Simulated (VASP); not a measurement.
# BeTe (v.b) (F-43m) in VASP: notebook, part 2 of 2

VASP 6.6.1. The steps go on from the part before.

## 3. Single point, PBE

This run uses another cell than the first one, of 22.72 Å³/atom, 1.024 times its volume.

File INCAR:

```
SYSTEM = BeTe
ALGO = Normal
EDIFF = 1E-6
ENCUT = 600
GGA = PE
GGA_COMPAT = .FALSE.
ISIF = 2
ISMEAR = 0
LASPH = .TRUE.
LCHARG = .TRUE.
LELF = .TRUE.
LREAL = .FALSE.
LVHAR = .TRUE.
LWAVE = .FALSE.
NBANDS = 11
NELM = 120
PREC = Accurate
SIGMA = 0.02
```

File KPOINTS:

```
k-points
0
G
  8 8 8
  0 0 0
```

File POSCAR:

```
BeTe
1.0
    0.0000000000      2.8323125490      2.8323125490
    2.8323125490      0.0000000000      2.8323125490
    2.8323125490      2.8323125490      0.0000000000
Be Te
1 1
Direct
    0.0000000000      0.0000000000      0.0000000000
    0.2500000000      0.2500000000      0.2500000000
```

Potentials or basis: VASP PAW PBE potentials, release 64 (Be, Te).

On the command line:

```sh
$ cat potpaw_PBE.64/Be/POTCAR potpaw_PBE.64/Te/POTCAR > POTCAR
$ mpirun -np 1 vasp_std > vasp.out
```

OUTCAR:

```text
SYSTEM = BeTe
   EDIFF = 1E-6
   ENCUT = 600
   GGA = PE
   ISIF = 2
   ISMEAR = 0
   LASPH = .TRUE.
   LREAL = .FALSE.
   NELM = 120
   PREC = Accurate

 ion  position               nearest neighbor table
   1  0.000  0.000  0.000-   2 2.45   2 2.45   2 2.45   2 2.45
   2  0.250  0.250  0.250-   1 2.45   1 2.45   1 2.45   1 2.45

  LATTYP: Found a face centered cubic cell.
 ALAT       =     5.6646250980

  Lattice vectors:

 A1 = (   0.0000000000,   2.8323125490,   2.8323125490)
 A2 = (   2.8323125490,   0.0000000000,   2.8323125490)
 A3 = (   2.8323125490,   2.8323125490,   0.0000000000)

Analysis of symmetry for initial positions (statically):
=====================================================================
 Subroutine PRICEL returns:
 Original cell was already a primitive cell.

 Routine SETGRP: Setting up the symmetry group for a
 face centered cubic supercell.

 Subroutine GETGRP returns: Found 24 space group operations
 (whereof 24 operations were pure point group operations)
 out of a pool of 48 trial point group operations.

The static configuration has the point symmetry T_d .

Analysis of symmetry for dynamics (positions and initial velocities):
=====================================================================
 Subroutine PRICEL returns:
 Original cell was already a primitive cell.

 Routine SETGRP: Setting up the symmetry group for a
 face centered cubic supercell.

 Subroutine GETGRP returns: Found 24 space group operations
 (whereof 24 operations were pure point group operations)
 out of a pool of 48 trial point group operations.

The dynamic configuration has the point symmetry T_d .

 Subroutine INISYM returns: Found 24 space group operations
 (whereof 24 operations are pure point group operations),
 and found     1 'primitive' translations

----------------------------------------------------------------------------------------

                                     Primitive cell

  volume of cell :      45.4416

  direct lattice vectors                    reciprocal lattice vectors
     0.000000000  2.832312549  2.832312549    -0.176534189  0.176534189  0.176534189
     2.832312549  0.000000000  2.832312549     0.176534189 -0.176534189  0.176534189
     2.832312549  2.832312549  0.000000000     0.176534189  0.176534189 -0.176534189

  length of vectors
     4.005494820  4.005494820  4.005494820     0.305766185  0.305766185  0.305766185

  position of ions in fractional coordinates (direct lattice)
     0.000000000  0.000000000  0.000000000
     0.250000000  0.250000000  0.250000000

  ion indices of the primitive-cell ions
   primitive index   ion index
                 1           1
                 2           2

----------------------------------------------------------------------------------------

 KPOINTS: k-points

Automatic generation of k-mesh.
 Grid dimensions read from file:
 generate k-points for:    8    8    8

 Generating k-lattice:

  Cartesian coordinates                     Fractional coordinates (reciprocal lattice)
    -0.022066774  0.022066774  0.022066774     0.125000000  0.000000000  0.000000000
     0.022066774 -0.022066774  0.022066774     0.000000000  0.125000000  0.000000000
     0.022066774  0.022066774 -0.022066774     0.000000000  0.000000000  0.125000000

  Length of vectors
     0.038220773  0.038220773  0.038220773

  Shift w.r.t. Gamma in fractional coordinates (k-lattice)
     0.000000000  0.000000000  0.000000000

 Subroutine IBZKPT returns following result:
 ===========================================

 Found     29 irreducible k-points:

 Following reciprocal coordinates:
            Coordinates               Weight
  0.000000  0.000000  0.000000      1.000000
  0.125000  0.000000  0.000000      8.000000
  0.250000  0.000000  0.000000      8.000000
  0.375000  0.000000  0.000000      8.000000
  0.500000  0.000000  0.000000      4.000000
  0.125000  0.125000  0.000000      6.000000
[... 16 lines left out ...]
  0.500000  0.250000  0.125000     48.000000
 -0.375000  0.250000  0.125000     24.000000
 [... further k-points ...]
   k-points           NKPTS =     29   k-points in BZ     NKDIM =     29   number of bands    NBANDS=     11
   number of dos      NEDOS =    301   number of ions     NIONS =      2
   total plane-waves  NPLWV =  32768
   dimension x,y,z NGX =    32 NGY =   32 NGZ =   32
   dimension x,y,z NGXF=    64 NGYF=   64 NGZF=   64
   ions per type =               1   1
   NGX,Y,Z   is equivalent  to a cutoff of  13.28, 13.28, 13.28 a.u.
   NGXF,Y,Z  is equivalent  to a cutoff of  26.56, 26.56, 26.56 a.u.
 SYSTEM =  BeTe
   PREC   = accura    normal or accurate (medium, high low for compatibility)
   ISTART =      0    job   : 0-new  1-cont  2-samecut
   ICHARG =      2    charge: 1-file 2-atom 10-const
   ISPIN  =      1    spin polarized calculation?
   LNONCOLLINEAR =      F non collinear calculations
   LSORBIT =      F    spin-orbit coupling
   LASPH  =      T    aspherical Exc in radial PAW
   ENCUT  =  600.0 eV  44.10 Ry    6.64 a.u.   8.00  8.00  8.00*2*pi/ulx,y,z
   NELM   =    120;   NELMIN=  2; NELMDL= -5     # of ELM steps
   EDIFF  = 0.1E-05   stopping-criterion for ELM
   LREAL  =      F    real-space projection
   EDIFFG = 0.1E-04   stopping-criterion for IOM
   NSW    =      0    number of steps for IOM
   IBRION =     -1    ionic relax: 0-MD 1-quasi-New 2-CG
   NFREE  =      0    steps in history (QN), initial steepest desc. (CG)
   ISIF   =      2    stress and relaxation
   ISYM   =      2    0-nonsym 1-usesym 2-fastsym
   POTIM  = 0.5000    time-step for ionic-motion
   TEBEG  =    0.0;   TEEND  =   0.0 temperature during run
   PSTRESS=    0.0 pullay stress
   NELECT =       8.0000    total number of electrons
   NUPDOWN=      -1.0000    fix difference up-down
   EMIN   =  10.00;   EMAX   =-10.00  energy-range for DOS
   EFERMI =   0.00;   METHOD = LEGACY
   ISMEAR =     0;   SIGMA  =   0.02  broadening in eV -4-tet -1-fermi 0-gaus
   EFERMI_NEDOS =   21; number of points for ismear=-14 and -15
   IALGO  =     38    algorithm
   IMIX   =      4    mixing-type and parameters
     AMIX     =   0.40;   BMIX     =  1.00
     AMIX_MAG =   1.60;   BMIX_MAG =  1.00
  volume/ion in A,a.u.               =      22.72       153.33
  Fermi-wavevector in a.u.,A,eV,Ry     =   0.917530  1.733880 11.454221  0.841861
  Thomas-Fermi vector in A             =   2.042509
   LORBIT       =      0    0 simple, 1 ext, 2 COOP (PROOUT), +10 PAW based schemes
   GGA     = PE    functional components
   LHFCALC =     F    Hartree Fock is set to
   AEXX    =    0.0000 exact exchange contribution
   IVDW    =     0    specifies the selected vdW correction
   LEPSILON=     F    determine dielectric tensor
   LRPA    =     F    only Hartree local field effects (RPA)
 non-spin polarized calculation
 Gauss-broadening in eV      SIGMA  =   0.02
  energy-cutoff  :      600.00
  volume of cell :       45.44
 maximum number of plane-waves:      1540
   NGX = 15   NGY = 15   NGZ = 15

 number of electron       8.0000000 magnetization

 Free energy of the ion-electron system (eV)
  ---------------------------------------------------
  ext. energy  EPLUGINS =         0.00000000
  ---------------------------------------------------
  free energy    TOTEN  =        -7.62451174 eV

  energy without entropy =       -7.62451174  energy(sigma->0) =       -7.62451174

 E-fermi :   5.0269     XC(G=0):  -8.9873

 val. band max:        4.9038453691   @ k =   0.0000   0.0000   0.0000
 cond. band min:       6.9194459376   @ k =   0.5000   0.5000   0.0000
 fundamental gap:      2.0156005685
 Fermi energy:         5.0268534817

 k-point     1 :       0.0000    0.0000    0.0000
  band No.  band energies     occupation
      1      -7.2802      2.00000
      2       4.9038      2.00000
      3       4.9038      2.00000
      4       4.9038      2.00000
      5       8.5276      0.00000
      6       8.5276      0.00000
      7       8.5276      0.00000
      8       8.5993      0.00000
      9      13.1945      0.00000
     10      15.1123      0.00000
     11      15.1123      0.00000
[... 309 lines left out ...]
 k-point    24 :      -0.3750    0.2500    0.1250
  band No.  band energies     occupation
      1      -5.7463      2.00000
      2      -0.1158      2.00000
      3       2.0699      2.00000
      4       3.0487      2.00000
      5       9.0861      0.00000
      6       9.2937      0.00000
      7      11.5163      0.00000
      8      12.5984      0.00000
      9      13.3779      0.00000
     10      16.4200      0.00000
     11      16.7581      0.00000

 [... further k-points ...]
[... 5 lines left out ...]
  --------------------------------------------------------------------------------------
  -------------------------------------------------------------------------------------
  Total        0.0317410      0.0317410      0.0317410      0.0000000      0.0000000     -0.0000000
  in kB        1.1191215      1.1191215      1.1191215      0.0000000      0.0000000     -0.0000000
  external PRESSURE =       1.1191215 kB  Pullay stress =       0.0000000 kB

 VOLUME and BASIS-vectors are now :
 -----------------------------------------------------------------------------
  energy-cutoff  :      600.00
  volume of cell :       45.44
      direct lattice vectors                 reciprocal lattice vectors
     0.000000000  2.832312549  2.832312549    -0.176534189  0.176534189  0.176534189
     2.832312549  0.000000000  2.832312549     0.176534189 -0.176534189  0.176534189
     2.832312549  2.832312549  0.000000000     0.176534189  0.176534189 -0.176534189

 POSITION                                       TOTAL-FORCE (eV/Angst)
 -----------------------------------------------------------------------------------
      0.00000      0.00000      0.00000        -0.000000     -0.000000     -0.000000
      1.41616      1.41616      1.41616         0.000000      0.000000      0.000000
 -----------------------------------------------------------------------------------
    total drift:                                0.000000      0.000000      0.000000

  FREE ENERGIE OF THE ION-ELECTRON SYSTEM (eV)
  ---------------------------------------------------
  free  energy   TOTEN  =        -7.6245117396 eV

  energy  without entropy=       -7.6245117396  energy(sigma->0) =       -7.62451174
```

OSZICAR:

```text
N       E                     dE             d eps       ncg     rms          rms(c)
DAV:   1     0.213253963167E+02    0.21325E+02   -0.35245E+03   638   0.653E+02
DAV:   2    -0.651829794950E+01   -0.27844E+02   -0.27071E+02   831   0.962E+01
DAV:   3    -0.773147688222E+01   -0.12132E+01   -0.12111E+01   855   0.218E+01
DAV:   4    -0.774449473194E+01   -0.13018E-01   -0.13017E-01   776   0.253E+00
DAV:   5    -0.774477776257E+01   -0.28303E-03   -0.28303E-03   799   0.359E-01    0.402E+00
DAV:   6    -0.765172485667E+01    0.93053E-01   -0.10824E-01   746   0.133E+00    0.242E+00
DAV:   7    -0.762349091826E+01    0.28234E-01   -0.94871E-02   736   0.135E+00    0.451E-01
DAV:   8    -0.762419601186E+01   -0.70509E-03   -0.58918E-03   728   0.443E-01    0.747E-02
DAV:   9    -0.762444247543E+01   -0.24646E-03   -0.31479E-04   761   0.105E-01    0.296E-02
DAV:  10    -0.762450722164E+01   -0.64746E-04   -0.80533E-05   723   0.465E-02    0.152E-02
DAV:  11    -0.762450932161E+01   -0.21000E-05   -0.23398E-06   831   0.919E-03    0.106E-02
DAV:  12    -0.762451166784E+01   -0.23462E-05   -0.50595E-06   692   0.130E-02    0.655E-03
DAV:  13    -0.762451173962E+01   -0.71781E-07   -0.32553E-08   503   0.138E-03
   1 F= -.76245117E+01 E0= -.76245117E+01  d E =-.246621E-20
```

stdout:

```text
POSCAR found type information on POSCAR BeTe
 POSCAR found :  2 types and       2 ions
 scaLAPACK will be used
 LDA part: xc-table for (Slater+PW92), standard interpolation
 POSCAR, INCAR and KPOINTS ok, starting setup
 FFT: planning ... GRIDC
 FFT: planning ... GRID_SOFT
 FFT: planning ... GRID
 WAVECAR not read
 entering main loop
```

It took 7.9 s on 1 thread of Intel Xeon 6975P-C (Granite Rapids), shared host; peak memory 0.18 GiB.

Results:

| Property | Result |
| --- | --- |
| Free energy | -7.6245 eV |
| Pressure | 0.1 GPa |
| Band gap on the k mesh | 2.02 eV, indirect (least direct gap 3.62 eV) |

Levels at points of the mesh, in eV from the valence-band top:
| k point | band 2 | band 3 | band 4 | band 5 | band 6 | band 7 |
| --- | --- | --- | --- | --- | --- | --- |
| (0.00, 0.00, 0.00) | 0.00 | 0.00 | 0.00 | 3.62 | 3.62 | 3.62 |
| (0.50, 0.00, 0.00) | -5.43 | -1.10 | -1.10 | 3.03 | 4.60 | 4.60 |
| (0.50, 0.50, 0.00) | -5.02 | -2.58 | -2.58 | 2.02 | 2.69 | 9.60 |

Caveat: spin-orbit coupling is left out, which moves the levels of the heavy elements. A k mesh can miss the band edges.
